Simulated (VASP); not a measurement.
# BN (P6_3/mmc) in VASP: a series of runs

The runs below take BN through single point, with r2SCAN, PBE.

All numbers are computed with VASP 6.6.1; they aren't measurements. Logs are shortened: lines on timing, memory, paths and dates and some standing lists are left out, and cuts for length are marked.

### 1 The cell of the first run

The structure is hexagonal, space group P6_3/mmc (No. 194). The conventional cell has a = 2.397 Å, b = 2.397 Å, c = 6.607 Å, α = 90.00°, β = 90.00°, γ = 120.00°. Within 1.8 Å of B (site symmetry -6m2) lie 3 N at 1.38 Å. N (site symmetry -6m2) has 3 B at 1.38 Å within 1.8 Å.

### 2 Single point, r2SCAN (strain -4.2%)

POSCAR reads:

```
BN
1.0
    2.3970533401      0.0000000000      0.0000000000
   -1.1985266700      2.0759090868      0.0000000000
    0.0000000000      0.0000000000      6.6070744722
B N
2 2
Direct
    0.3333333333      0.6666666667      0.2500000000
    0.6666666667      0.3333333333      0.7500000000
    0.6666666667      0.3333333333      0.2500000000
    0.3333333333      0.6666666667      0.7500000000
```

INCAR.step1 reads:

```
PREC     = Accurate       # precision mode
ENCUT    = 520            # plane-wave cutoff, eV
ISMEAR   = 0              # smearing method
SIGMA    = 0.01           # smearing width, eV
LREAL    = False          # projectors in reciprocal space
LASPH    = True           # aspherical terms in the spheres
NELM     = 100            # most SCF steps
NBANDS   = 16             # bands
GGA      = PE             # functional
ALGO     = Normal         # electronic algorithm
EDIFF    = 1E-4           # SCF threshold, eV
LWAVE    = True           # write WAVECAR
LCHARG   = False          # write CHGCAR
```

INCAR.step2 reads:

```
PREC     = Accurate       # precision mode
ENCUT    = 520            # plane-wave cutoff, eV
EDIFF    = 1E-6           # SCF threshold, eV
ISMEAR   = 0              # smearing method
SIGMA    = 0.01           # smearing width, eV
LREAL    = False          # projectors in reciprocal space
LASPH    = True           # aspherical terms in the spheres
NELM     = 100            # most SCF steps
ALGO     = Normal         # electronic algorithm
ISIF     = 2              # what is computed and relaxed
LWAVE    = False          # write WAVECAR
LCHARG   = False          # write CHGCAR
METAGGA  = R2SCAN         # meta-GGA
LMIXTAU  = True         
NBANDS   = 16             # bands
ISTART   = 1
```

KPOINTS reads:

```
regular mesh
0
Gamma
  12 12 4
```

Potentials or basis: VASP PAW PBE potentials, release 64 (B, N).

The run is started by

```bash
$ cat potpaw_PBE.64/B/POTCAR potpaw_PBE.64/N/POTCAR > POTCAR
$ cp INCAR.step1 INCAR
$ mpirun -np 1 vasp_std > vasp.out
$ cp INCAR.step2 INCAR
$ mpirun -np 1 vasp_std > vasp.out
```

OUTCAR:

```text
PREC = Accurate
   ENCUT = 520
   EDIFF = 1E-6
   ISMEAR = 0
   LREAL = False
   LASPH = True
   NELM = 100
   ISIF = 2
   METAGGA = R2SCAN
   ISTART = 1

 ion  position               nearest neighbor table
   1  0.333  0.667  0.250-   3 1.38   3 1.38   3 1.38
   2  0.667  0.333  0.750-   4 1.38   4 1.38   4 1.38
   3  0.667  0.333  0.250-   1 1.38   1 1.38   1 1.38
   4  0.333  0.667  0.750-   2 1.38   2 1.38   2 1.38

  LATTYP: Found a hexagonal cell.
 ALAT       =     2.3970533401
 C/A-ratio  =     2.7563318520

  Lattice vectors:

 A1 = (   2.3970533401,   0.0000000000,   0.0000000000)
 A2 = (  -1.1985266700,   2.0759090868,   0.0000000000)
 A3 = (   0.0000000000,   0.0000000000,   6.6070744722)

Analysis of symmetry for initial positions (statically):
=====================================================================
 Subroutine PRICEL returns:
 Original cell was already a primitive cell.

 Routine SETGRP: Setting up the symmetry group for a
 hexagonal supercell.

 Subroutine GETGRP returns: Found 24 space group operations
 (whereof 12 operations were pure point group operations)
 out of a pool of 24 trial point group operations.

The static configuration has the point symmetry D_3d.
 The point group associated with its full space group is D_6h.

Analysis of symmetry for dynamics (positions and initial velocities):
=====================================================================
 Subroutine PRICEL returns:
 Original cell was already a primitive cell.

 Routine SETGRP: Setting up the symmetry group for a
 hexagonal supercell.

 Subroutine GETGRP returns: Found 24 space group operations
 (whereof 12 operations were pure point group operations)
 out of a pool of 24 trial point group operations.

The dynamic configuration has the point symmetry D_3d.
 The point group associated with its full space group is D_6h.

 Subroutine INISYM returns: Found 24 space group operations
 (whereof 12 operations are pure point group operations),
 and found     1 'primitive' translations

----------------------------------------------------------------------------------------

                                     Primitive cell

  volume of cell :      32.8772

  direct lattice vectors                    reciprocal lattice vectors
     2.397053340  0.000000000  0.000000000     0.417178868  0.240858332  0.000000000
    -1.198526670  2.075909087  0.000000000     0.000000000  0.481716664  0.000000000
     0.000000000  0.000000000  6.607074472     0.000000000  0.000000000  0.151352918

  length of vectors
     2.397053340  2.397053340  6.607074472     0.481716664  0.481716664  0.151352918

  position of ions in fractional coordinates (direct lattice)
     0.333333333  0.666666667  0.250000000
     0.666666667  0.333333333  0.750000000
     0.666666667  0.333333333  0.250000000
     0.333333333  0.666666667  0.750000000

  ion indices of the primitive-cell ions
   primitive index   ion index
                 1           1
                 2           2
                 3           3
                 4           4

----------------------------------------------------------------------------------------

 KPOINTS: regular mesh

Automatic generation of k-mesh.
 Grid dimensions read from file:
 generate k-points for:   12   12    4

 Generating k-lattice:

  Cartesian coordinates                     Fractional coordinates (reciprocal lattice)
     0.034764906  0.020071528  0.000000000     0.083333333 -0.000000000  0.000000000
     0.000000000  0.040143055  0.000000000     0.000000000  0.083333333  0.000000000
     0.000000000  0.000000000  0.037838229     0.000000000  0.000000000  0.250000000

  Length of vectors
     0.040143055  0.040143055  0.037838229

  Shift w.r.t. Gamma in fractional coordinates (k-lattice)
     0.000000000  0.000000000  0.000000000

 Subroutine IBZKPT returns following result:
 ===========================================

 Found     57 irreducible k-points:

 Following reciprocal coordinates:
            Coordinates               Weight
  0.000000  0.000000  0.000000      1.000000
  0.083333  0.000000  0.000000      6.000000
  0.166667  0.000000  0.000000      6.000000
  0.250000  0.000000  0.000000      6.000000
  0.333333 -0.000000  0.000000      6.000000
  0.416667  0.000000  0.000000      6.000000
[... 16 lines left out ...]
  0.250000  0.000000  0.250000     12.000000
  0.333333 -0.000000  0.250000     12.000000
 [... further k-points ...]
   k-points           NKPTS =     57   k-points in BZ     NKDIM =     57   number of bands    NBANDS=     16
   number of dos      NEDOS =    301   number of ions     NIONS =      4
   total plane-waves  NPLWV =  16200
   dimension x,y,z NGX =    18 NGY =   18 NGZ =   50
   dimension x,y,z NGXF=    36 NGYF=   36 NGZF=  100
   ions per type =               2   2
   NGX,Y,Z   is equivalent  to a cutoff of  12.48, 12.48, 12.58 a.u.
   NGXF,Y,Z  is equivalent  to a cutoff of  24.97, 24.97, 25.16 a.u.
 SYSTEM =  unknown system
   PREC   = accura    normal or accurate (medium, high low for compatibility)
   ISTART =      1    job   : 0-new  1-cont  2-samecut
   ICHARG =      0    charge: 1-file 2-atom 10-const
   ISPIN  =      1    spin polarized calculation?
   LNONCOLLINEAR =      F non collinear calculations
   LSORBIT =      F    spin-orbit coupling
   LASPH  =      T    aspherical Exc in radial PAW
   ENCUT  =  520.0 eV  38.22 Ry    6.18 a.u.   4.46  4.46 12.28*2*pi/ulx,y,z
   NELM   =    100;   NELMIN=  2; NELMDL=  0     # of ELM steps
   EDIFF  = 0.1E-05   stopping-criterion for ELM
   LREAL  =      F    real-space projection
   EDIFFG = 0.1E-04   stopping-criterion for IOM
   NSW    =      0    number of steps for IOM
   IBRION =     -1    ionic relax: 0-MD 1-quasi-New 2-CG
   NFREE  =      0    steps in history (QN), initial steepest desc. (CG)
   ISIF   =      2    stress and relaxation
   ISYM   =      2    0-nonsym 1-usesym 2-fastsym
   POTIM  = 0.5000    time-step for ionic-motion
   TEBEG  =    0.0;   TEEND  =   0.0 temperature during run
   PSTRESS=    0.0 pullay stress
   NELECT =      16.0000    total number of electrons
   NUPDOWN=      -1.0000    fix difference up-down
   EMIN   =  10.00;   EMAX   =-10.00  energy-range for DOS
   EFERMI =   0.00;   METHOD = LEGACY
   ISMEAR =     0;   SIGMA  =   0.01  broadening in eV -4-tet -1-fermi 0-gaus
   EFERMI_NEDOS =   21; number of points for ismear=-14 and -15
   IALGO  =     38    algorithm
   IMIX   =      4    mixing-type and parameters
     AMIX     =   0.40;   BMIX     =  1.00
     AMIX_MAG =   1.60;   BMIX_MAG =  1.00
  volume/ion in A,a.u.               =       8.22        55.47
  Fermi-wavevector in a.u.,A,eV,Ry     =   1.287705  2.433410 22.560969  1.658184
  Thomas-Fermi vector in A             =   2.419703
   LORBIT       =      0    0 simple, 1 ext, 2 COOP (PROOUT), +10 PAW based schemes
   METAGGA = R2SCAN    functional components
   LHFCALC =     F    Hartree Fock is set to
   AEXX    =    0.0000 exact exchange contribution
   IVDW    =     0    specifies the selected vdW correction
   LEPSILON=     F    determine dielectric tensor
   LRPA    =     F    only Hartree local field effects (RPA)
 non-spin polarized calculation
 Gauss-broadening in eV      SIGMA  =   0.01
  energy-cutoff  :      520.00
  volume of cell :       32.88
 maximum number of plane-waves:       908
 NGX is ok and might be reduce to    18
   NGX =  9   NGY =  9   NGZ = 25

 number of electron      16.0000004 magnetization

 Free energy of the ion-electron system (eV)
  ---------------------------------------------------
  ext. energy  EPLUGINS =         0.00000000
  ---------------------------------------------------
  free energy    TOTEN  =       -38.09360389 eV

  energy without entropy =      -38.09360389  energy(sigma->0) =      -38.09360389

 E-fermi :   2.7846     XC(G=0): -11.0685

 val. band max:        2.6357430058   @ k =   0.3333   0.3333   0.5000
 cond. band min:       7.7157473873   @ k =   0.5000   0.0000   0.0000
 fundamental gap:      5.0800043815
 Fermi energy:         2.7846316758

 k-point     1 :       0.0000    0.0000    0.0000
  band No.  band energies     occupation
      1     -16.9892      2.00000
      2     -16.7010      2.00000
      3      -4.4576      2.00000
      4      -2.3130      2.00000
      5       1.4495      2.00000
      6       1.4495      2.00000
[... 8 lines left out ...]
     15      17.9546      0.00000
     16      18.6590      0.00000

 k-point     2 :       0.0833    0.0000    0.0000
  band No.  band energies     occupation
      1     -16.8341      2.00000
      2     -16.5502      2.00000
      3      -4.2425      2.00000
      4      -2.1158      2.00000
      5       0.8271      2.00000
      6       0.8558      2.00000
[... 8 lines left out ...]
     15      18.0018      0.00000
     16      18.3492      0.00000

 k-point     3 :       0.1667    0.0000    0.0000
  band No.  band energies     occupation
      1     -16.3761      2.00000
      2     -16.1059      2.00000
      3      -3.6046      2.00000
      4      -1.5353      2.00000
      5      -0.7630      2.00000
      6      -0.7276      2.00000
[... 8 lines left out ...]
     15      18.8301      0.00000
     16      19.3970      0.00000

 k-point     4 :       0.2500    0.0000    0.0000
  band No.  band energies     occupation
      1     -15.6434      2.00000
      2     -15.3973      2.00000
      3      -2.8004      2.00000
      4      -2.7449      2.00000
      5      -2.5716      2.00000
      6      -0.6135      2.00000
[... 8 lines left out ...]
     15      20.5846      0.00000
     16      21.4442      0.00000
[... 324 lines left out ...]
 k-point    22 :       0.1667    0.0000    0.2500
  band No.  band energies     occupation
      1     -16.3383      2.00000
      2     -16.1474      2.00000
      3      -3.3514      2.00000
      4      -1.9110      2.00000
      5      -0.7535      2.00000
      6      -0.7221      2.00000
[... 8 lines left out ...]
     15      18.7315      0.00000
     16      18.8123      0.00000

 k-point    23 :       0.2500    0.0000    0.2500
  band No.  band energies     occupation
      1     -15.6088      2.00000
      2     -15.4349      2.00000
      3      -2.8140      2.00000
      4      -2.7601      2.00000
      5      -2.3036      2.00000
      6      -0.9471      2.00000
[... 8 lines left out ...]
     15      21.4606      0.00000
     16      21.5464      0.00000

 k-point    24 :       0.3333   -0.0000    0.2500
  band No.  band energies     occupation
      1     -14.6787      2.00000
      2     -14.5322      2.00000
      3      -4.8384      2.00000
      4      -4.7849      2.00000
      5      -1.2098      2.00000
      6      -1.1712      2.00000
[... 8 lines left out ...]
     15      21.8844      0.00000
     16      23.8185      0.00000

 [... further k-points ...]
[... 5 lines left out ...]
  --------------------------------------------------------------------------------------
  -------------------------------------------------------------------------------------
  Total       11.8291894     11.8291894      0.1740005      0.0000000      0.0000000      0.0000000
  in kB      576.4615406    576.4615406      8.4794163      0.0000000      0.0000000      0.0000000
  external PRESSURE =     387.1341658 kB  Pullay stress =       0.0000000 kB

 VOLUME and BASIS-vectors are now :
 -----------------------------------------------------------------------------
  energy-cutoff  :      520.00
  volume of cell :       32.88
      direct lattice vectors                 reciprocal lattice vectors
     2.397053340  0.000000000  0.000000000     0.417178868  0.240858332  0.000000000
    -1.198526670  2.075909087  0.000000000     0.000000000  0.481716664  0.000000000
     0.000000000  0.000000000  6.607074472     0.000000000  0.000000000  0.151352918

 POSITION                                       TOTAL-FORCE (eV/Angst)
 -----------------------------------------------------------------------------------
     -0.00000      1.38394      1.65177        -0.000000      0.000000     -0.000000
      1.19853      0.69197      4.95531         0.000000     -0.000000     -0.000000
      1.19853      0.69197      1.65177         0.000000     -0.000000      0.000000
     -0.00000      1.38394      4.95531        -0.000000      0.000000     -0.000000
 -----------------------------------------------------------------------------------
    total drift:                               -0.000000      0.000000      0.000000

  FREE ENERGIE OF THE ION-ELECTRON SYSTEM (eV)
  ---------------------------------------------------
  free  energy   TOTEN  =       -38.0936038919 eV

  energy  without entropy=      -38.0936038919  energy(sigma->0) =      -38.09360389
```

Run time: 3 min. Hardware: 1 thread of AMD EPYC 7R43 (Zen 3), shared host; peak memory 0.12 GiB.

Results:

```
Free energy            : -38.0936 eV
Pressure               : 38.7 GPa
Band gap on the k mesh : 5.08 eV, indirect (least direct gap 5.65 eV)
```

Caveat: the cell differs from its parent crystal (strain -4.2%); the PAW data sets were made with another functional, which shifts forces and pressure a little.

### 3 Single point, PBE (strain -4.2%)

INCAR reads:

```
SYSTEM = BN
  PREC = Accurate
  ENCUT = 520
  EDIFF = 1E-6
  ISMEAR = -1
  SIGMA = 0.02
  LREAL = .False.
  LASPH = .True.
  NELM = 100
  ALGO = Normal
  ISIF = 2
  LWAVE = .False.
  LCHARG = .True.
  GGA = PE
  LELF = .True.
  LVHAR = .True.
  NBANDS = 16
```

KPOINTS reads:

```
regular mesh
0
Gamma
  12 12 4
  0 0 0
```

POSCAR is that of step 2.

Potentials or basis: VASP PAW PBE potentials, release 64 (B, N).

The run is started by

```bash
$ cat potpaw_PBE.64/B/POTCAR potpaw_PBE.64/N/POTCAR > POTCAR
$ mpirun -np 1 vasp_std > vasp.out
```

Wall time 42 s (1 thread of AMD EPYC 7R43 (Zen 3), shared host); peak memory 0.12 GiB.

It converged, with:

* Free energy: -34.5743 eV
* Pressure: 42.2 GPa
* Band gap on the k mesh: 4.47 eV, indirect (least direct gap 4.97 eV)

Stress tensor (GPa, compression positive):
```
61.62  0.00  0.00
 0.00 61.62  0.00
 0.00  0.00  3.25
```

Levels at points of the mesh, in eV from the valence-band top:
```csv
k point,band 6,band 7,band 8,band 9,band 10,band 11
"(0.00, 0.00, 0.00)",-1.15,-1.12,-1.12,5.22,10.74,12.68
"(0.50, 0.00, 0.00)",-4.28,-1.56,-0.57,4.47,5.93,10.71
"(0.00, 0.00, 0.50)",-1.14,-1.14,-1.14,7.73,7.73,12.74
"(0.50, 0.00, 0.50)",-4.31,-1.05,-1.05,4.98,4.98,11.31
```

Caveat: the cell differs from its parent crystal (strain -4.2%); this functional lacks dispersion, which binds the layers, so the pressure and a relaxed spacing across them are unreliable. A k mesh can miss the band edges.
